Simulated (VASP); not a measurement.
# Ga2BAs3 (P6/mmm) in VASP: relaxation of cell and atoms with PBE

Aim: the relaxation of cell and atoms of Ga2BAs3 with PBE.

Everything below comes from runs of VASP 6.6.1. Logs are shortened: lines on timing, memory, paths and dates and some standing lists are left out, and cuts for length are marked.

## 1. The cell of the first run

Symmetry: P6/mmm, No. 191, hexagonal system. The conventional cell has a = 5.398 Å, b = 5.398 Å, c = 6.507 Å, α = 90.00°, β = 90.00°, γ = 120.00°. Within 2.6 Å of Ga (site symmetry 6mm) lie 1 B at 2.00 Å and 1 Ga at 2.51 Å. B (site symmetry 6/mmm) has 2 Ga at 2.00 Å and 6 As at 2.70 Å within 2.7 Å. Within 3.6 Å of As (site symmetry mmm) lie 4 As at 2.70 Å and 2 B at 2.70 Å and 4 Ga at 3.36 Å.

The cell was generated, and may not be a known phase.

## 2. Relaxation of cell and atoms, PBE

The input, INCAR:

```
SYSTEM = Ga2BAs3
ALGO = Normal
EDIFF = 1E-6
EDIFFG = -0.01
ENCUT = 600
GGA = PE
IBRION = 2
ISIF = 3
ISMEAR = 0
LASPH = .TRUE.
LCHARG = .FALSE.
LREAL = .FALSE.
LWAVE = .FALSE.
NELM = 80
NSW = 100
PREC = Accurate
SIGMA = 0.1
```

The input, KPOINTS:

```
k-points
0
G
  12 12 6
  0 0 0
```

The input, POSCAR:

```
Ga2BAs3
1.0
    5.3979536846      0.0000000000      0.0000000000
   -2.6989768423      4.6747650193      0.0000000000
    0.0000000000      0.0000000000      6.5072838490
Ga B As
2 1 3
Direct
    0.0000000000      0.0000000000      0.8072070216
    0.0000000000      0.0000000000      0.1927929784
    0.0000000000      0.0000000000      0.5000000000
    0.5000000000      0.0000000000      0.5000000000
    0.0000000000      0.5000000000      0.5000000000
    0.5000000000      0.5000000000      0.5000000000
```

Potentials or basis: VASP PAW PBE potentials, release 64 (Ga_d, B, As).

Run with:

```console
> cat potpaw_PBE.64/Ga_d/POTCAR potpaw_PBE.64/B/POTCAR potpaw_PBE.64/As/POTCAR > POTCAR
> mpirun -np 1 vasp_std > vasp.out
```

OUTCAR:

```text
SYSTEM = Ga2BAs3
   EDIFF = 1E-6
   EDIFFG = -0.01
   ENCUT = 600
   GGA = PE
   IBRION = 2
   ISIF = 3
   ISMEAR = 0
   LASPH = .TRUE.
   LREAL = .FALSE.
   NELM = 80
   NSW = 100
   PREC = Accurate

 ion  position               nearest neighbor table
   1  0.000  0.000  0.807-   3 2.00   2 2.51
   2  0.000  0.000  0.193-   3 2.00   1 2.51
   3  0.000  0.000  0.500-   1 2.00   2 2.00
   4  0.500  0.000  0.500-   5 2.70   6 2.70   6 2.70   5 2.70
   5  0.000  0.500  0.500-   4 2.70   4 2.70   6 2.70   6 2.70
   6  0.500  0.500  0.500-   4 2.70   4 2.70   5 2.70   5 2.70

  LATTYP: Found a hexagonal cell.
 ALAT       =     5.3979536846
 C/A-ratio  =     1.2055093892

  Lattice vectors:

 A1 = (   5.3979536846,   0.0000000000,   0.0000000000)
 A2 = (  -2.6989768423,   4.6747650193,   0.0000000000)
 A3 = (   0.0000000000,   0.0000000000,   6.5072838490)

Analysis of symmetry for initial positions (statically):
=====================================================================
 Subroutine PRICEL returns:
 Original cell was already a primitive cell.

 Routine SETGRP: Setting up the symmetry group for a
 hexagonal supercell.

 Subroutine GETGRP returns: Found 24 space group operations
 (whereof 24 operations were pure point group operations)
 out of a pool of 24 trial point group operations.

The static configuration has the point symmetry D_6h.

Analysis of symmetry for dynamics (positions and initial velocities):
=====================================================================
 Subroutine PRICEL returns:
 Original cell was already a primitive cell.

 Routine SETGRP: Setting up the symmetry group for a
 hexagonal supercell.

 Subroutine GETGRP returns: Found 24 space group operations
 (whereof 24 operations were pure point group operations)
 out of a pool of 24 trial point group operations.

The dynamic configuration has the point symmetry D_6h.

 Subroutine INISYM returns: Found 24 space group operations
 (whereof 24 operations are pure point group operations),
 and found     1 'primitive' translations

----------------------------------------------------------------------------------------

                                     Primitive cell

  volume of cell :     164.2059

  direct lattice vectors                    reciprocal lattice vectors
     5.397953685  0.000000000  0.000000000     0.185255387  0.106957248  0.000000000
    -2.698976842  4.674765019  0.000000000     0.000000000  0.213914495  0.000000000
     0.000000000  0.000000000  6.507283849     0.000000000  0.000000000  0.153673948

  length of vectors
     5.397953685  5.397953685  6.507283849     0.213914495  0.213914495  0.153673948

  position of ions in fractional coordinates (direct lattice)
     0.000000000  0.000000000  0.807207022
     0.000000000  0.000000000  0.192792978
     0.000000000  0.000000000  0.500000000
     0.500000000  0.000000000  0.500000000
     1.000000000  0.500000000  0.500000000
     0.500000000  0.500000000  0.500000000

  ion indices of the primitive-cell ions
   primitive index   ion index
                 1           1
                 2           2
                 3           3
                 4           4
                 5           5
                 6           6

----------------------------------------------------------------------------------------

 KPOINTS: k-points

Automatic generation of k-mesh.
 Grid dimensions read from file:
 generate k-points for:   12   12    6

 Generating k-lattice:

  Cartesian coordinates                     Fractional coordinates (reciprocal lattice)
     0.015437949  0.008913104  0.000000000     0.083333333 -0.000000000  0.000000000
     0.000000000  0.017826208  0.000000000     0.000000000  0.083333333  0.000000000
     0.000000000  0.000000000  0.025612325     0.000000000  0.000000000  0.166666667

  Length of vectors
     0.017826208  0.017826208  0.025612325

  Shift w.r.t. Gamma in fractional coordinates (k-lattice)
     0.000000000  0.000000000  0.000000000

 Subroutine IBZKPT returns following result:
 ===========================================

 Found     76 irreducible k-points:

 Following reciprocal coordinates:
            Coordinates               Weight
  0.000000  0.000000  0.000000      1.000000
  0.083333 -0.000000  0.000000      6.000000
  0.166667 -0.000000  0.000000      6.000000
  0.250000 -0.000000  0.000000      6.000000
  0.333333 -0.000000  0.000000      6.000000
  0.416667 -0.000000  0.000000      6.000000
[... 16 lines left out ...]
  0.250000 -0.000000  0.166667     12.000000
  0.333333 -0.000000  0.166667     12.000000
 [... further k-points ...]
   k-points           NKPTS =     76   k-points in BZ     NKDIM =     76   number of bands    NBANDS=     26
   number of dos      NEDOS =    301   number of ions     NIONS =      6
   total plane-waves  NPLWV = 124416
   dimension x,y,z NGX =    48 NGY =   48 NGZ =   54
   dimension x,y,z NGXF=    96 NGYF=   96 NGZF=  108
   ions per type =               2   1   3
   NGX,Y,Z   is equivalent  to a cutoff of  14.78, 14.78, 13.80 a.u.
   NGXF,Y,Z  is equivalent  to a cutoff of  29.57, 29.57, 27.59 a.u.
 SYSTEM =  Ga2BAs3
   PREC   = accura    normal or accurate (medium, high low for compatibility)
   ISTART =      0    job   : 0-new  1-cont  2-samecut
   ICHARG =      2    charge: 1-file 2-atom 10-const
   ISPIN  =      1    spin polarized calculation?
   LNONCOLLINEAR =      F non collinear calculations
   LSORBIT =      F    spin-orbit coupling
   LASPH  =      T    aspherical Exc in radial PAW
   ENCUT  =  600.0 eV  44.10 Ry    6.64 a.u.  10.78 10.78 13.00*2*pi/ulx,y,z
   NELM   =     80;   NELMIN=  2; NELMDL= -5     # of ELM steps
   EDIFF  = 0.1E-05   stopping-criterion for ELM
   LREAL  =      F    real-space projection
   EDIFFG = -.1E-01   stopping-criterion for IOM
   NSW    =    100    number of steps for IOM
   IBRION =      2    ionic relax: 0-MD 1-quasi-New 2-CG
   NFREE  =      1    steps in history (QN), initial steepest desc. (CG)
   ISIF   =      3    stress and relaxation
   ISYM   =      2    0-nonsym 1-usesym 2-fastsym
   POTIM  = 0.5000    time-step for ionic-motion
   TEBEG  =    0.0;   TEEND  =   0.0 temperature during run
   PSTRESS=    0.0 pullay stress
   NELECT =      44.0000    total number of electrons
   NUPDOWN=      -1.0000    fix difference up-down
   EMIN   =  10.00;   EMAX   =-10.00  energy-range for DOS
   EFERMI =   0.00;   METHOD = LEGACY
   ISMEAR =     0;   SIGMA  =   0.10  broadening in eV -4-tet -1-fermi 0-gaus
   EFERMI_NEDOS =   21; number of points for ismear=-14 and -15
   IALGO  =     38    algorithm
   IMIX   =      4    mixing-type and parameters
     AMIX     =   0.40;   BMIX     =  1.00
     AMIX_MAG =   1.60;   BMIX_MAG =  1.00
  volume/ion in A,a.u.               =      27.37       184.69
  Fermi-wavevector in a.u.,A,eV,Ry     =   1.055430  1.994474 15.155976  1.113933
  Thomas-Fermi vector in A             =   2.190628
   LORBIT       =      0    0 simple, 1 ext, 2 COOP (PROOUT), +10 PAW based schemes
   GGA     = PE    functional components
   LHFCALC =     F    Hartree Fock is set to
   AEXX    =    0.0000 exact exchange contribution
   IVDW    =     0    specifies the selected vdW correction
   LEPSILON=     F    determine dielectric tensor
   LRPA    =     F    only Hartree local field effects (RPA)
 conjugate gradient relaxation of ions
 non-spin polarized calculation
 Gauss-broadening in eV      SIGMA  =   0.10
  energy-cutoff  :      600.00
  volume of cell :      164.21
 maximum number of plane-waves:      5502
 NGX is ok and might be reduce to    48
   NGX = 21   NGY = 21   NGZ = 25

--------------------------------------- Ionic step        1  -------------------------------------------

 number of electron      44.0000015 magnetization

 Free energy of the ion-electron system (eV)
  ---------------------------------------------------
  ext. energy  EPLUGINS =         0.00000000
  ---------------------------------------------------
  free energy    TOTEN  =       -21.46193593 eV

  energy without entropy =      -21.44264144  energy(sigma->0) =      -21.45228868

------------------------ aborting loop because EDIFF is reached ----------------------------------------

  FORCE on cell =-STRESS in cart. coord.  units (eV):
  Direction    XX          YY          ZZ          XY          YZ          ZX
  --------------------------------------------------------------------------------------
  -------------------------------------------------------------------------------------
  Total        0.6056086      0.6056086     -1.4077789      0.0000000      0.0000000      0.0000000
  in kB        5.9089988      5.9089988    -13.7358757      0.0000000      0.0000000      0.0000000
  external PRESSURE =      -0.6392927 kB  Pullay stress =       0.0000000 kB
[... 101 lines left out ...]
  FREE ENERGIE OF THE ION-ELECTRON SYSTEM (eV)
  ---------------------------------------------------
  free  energy   TOTEN  =       -21.4788574905 eV

  energy  without entropy=      -21.4590784794  energy(sigma->0) =      -21.46896798

[... ionic steps 4 to 11 ...]

--------------------------------------- Ionic step       12  -------------------------------------------

 number of electron      44.0000003 magnetization

------------------------ aborting loop because EDIFF is reached ----------------------------------------

  FORCE on cell =-STRESS in cart. coord.  units (eV):
  Direction    XX          YY          ZZ          XY          YZ          ZX
  --------------------------------------------------------------------------------------
  -------------------------------------------------------------------------------------
  Total        0.0682417      0.0682417      0.2189259      0.0000000     -0.0000000      0.0000000
  in kB        0.6802343      0.6802343      2.1822576      0.0000000     -0.0000000      0.0000000
  external PRESSURE =       1.1809087 kB  Pullay stress =       0.0000000 kB
[... 65 lines left out ...]
  energy  without entropy=      -21.4777234775  energy(sigma->0) =      -21.48735958

--------------------------------------- Ionic step       14  -------------------------------------------

 number of electron      44.0000002 magnetization

 Free energy of the ion-electron system (eV)
  ---------------------------------------------------
  ext. energy  EPLUGINS =         0.00000000
  ---------------------------------------------------
  free energy    TOTEN  =       -21.49709513 eV

  energy without entropy =      -21.47774219  energy(sigma->0) =      -21.48741866

 E-fermi :   2.5047     XC(G=0):  -8.2893

 val. band max:        2.4993982043   @ k =   0.1667   0.1667   0.5000
 cond. band min:       2.5051082453   @ k =   0.0833  -0.0000   0.3333
 fundamental gap:      0.0057100410
 Fermi energy:         2.5047245456

 k-point     1 :       0.0000    0.0000    0.0000
  band No.  band energies     occupation
      1     -13.4642      2.00000
      2     -13.1534      2.00000
      3     -13.1534      2.00000
      4     -13.1065      2.00000
      5     -13.1065      2.00000
      6     -13.0697      2.00000
[... 685 lines left out ...]
     25       3.8380      0.00000
     26       4.2956      0.00000

 [... further k-points ...]

------------------------ aborting loop because EDIFF is reached ----------------------------------------

  FORCE on cell =-STRESS in cart. coord.  units (eV):
  Direction    XX          YY          ZZ          XY          YZ          ZX
  --------------------------------------------------------------------------------------
  -------------------------------------------------------------------------------------
  Total       -0.0109756     -0.0109756      0.0200187      0.0000000     -0.0000000      0.0000000
  in kB       -0.1091099     -0.1091099      0.1990084      0.0000000     -0.0000000      0.0000000
  external PRESSURE =      -0.0064038 kB  Pullay stress =       0.0000000 kB
[... 21 lines left out ...]
  FREE ENERGIE OF THE ION-ELECTRON SYSTEM (eV)
  ---------------------------------------------------
  free  energy   TOTEN  =       -21.4970951284 eV

  energy  without entropy=      -21.4777421854  energy(sigma->0) =      -21.48741866

 reached required accuracy - stopping structural energy minimisation
```

It took 31 min on 1 thread of Intel Xeon 6975P-C (Granite Rapids), shared host; peak memory 0.67 GiB.

What came out:

```
Free energy                           : -21.4971 eV
Relaxed volume                        : 26.86 Å³/atom
Relaxed cell                          : a = 5.462 Å, b = 5.462 Å, c = 6.239 Å, α = 90.00°, β = 90.00°, γ = 120.00°
Space group after relaxing (to 0.1 Å) : P6/mmm (No. 191)
Energy gained by relaxing             : 5.9 meV/atom
Ionic steps                           : 14
Pressure after relaxing               : 0.0 GPa
Largest force after relaxing          : 0.004 eV/Å
Band gap on the k mesh                : zero (bands 22 and 23 overlap by 1.12 eV)
```

Forces on the atoms (eV/Å):
```
Ga   0.000  0.000 -0.004
Ga   0.000  0.000  0.004
B    0.000  0.000  0.000
As   0.000  0.000  0.000
As   0.000  0.000  0.000
As   0.000  0.000  0.000
```

Step by step:
| step | energy change (eV) | largest force (eV/Å) | pressure (GPa) | volume (Å³) |
| --- | --- | --- | --- | --- |
| 1 | 0.0000 | 0.0816 | -0.06 | 164.21 |
| 2 | -0.0153 | 0.1719 | -0.11 | 163.93 |
| 3 | -0.0169 | 0.2793 | -0.11 | 163.82 |
| 4 | -0.0235 | 0.0322 | -0.24 | 163.26 |
| 5 | -0.0257 | 0.2099 | -0.40 | 162.77 |
| 6 | -0.0292 | 0.2430 | -0.32 | 162.12 |
| 7 | -0.0281 | 0.3955 | 0.17 | 160.17 |
| 8 | -0.0319 | 0.2882 | -0.18 | 161.40 |
| 9 | -0.0321 | 0.3134 | -0.09 | 161.08 |
| 10 | -0.0345 | 0.1422 | 0.02 | 160.86 |
| 11 | -0.0349 | 0.0447 | 0.10 | 160.74 |
| 12 | -0.0349 | 0.0360 | 0.12 | 160.73 |
| 13 | -0.0351 | 0.0239 | 0.06 | 160.90 |
| 14 | -0.0352 | 0.0041 | 0.00 | 161.17 |

Final structure:
```
Ga B As
1.0
     5.46160    0.00000    0.00000
    -2.73080    4.72988    0.00000
     0.00000    0.00000    6.23886
Ga B As
2 1 3
Direct
  0.00000 0.00000 0.81014
  0.00000 0.00000 0.18986
  0.00000 0.00000 0.50000
  0.50000 0.00000 0.50000
  0.00000 0.50000 0.50000
  0.50000 0.50000 0.50000
```
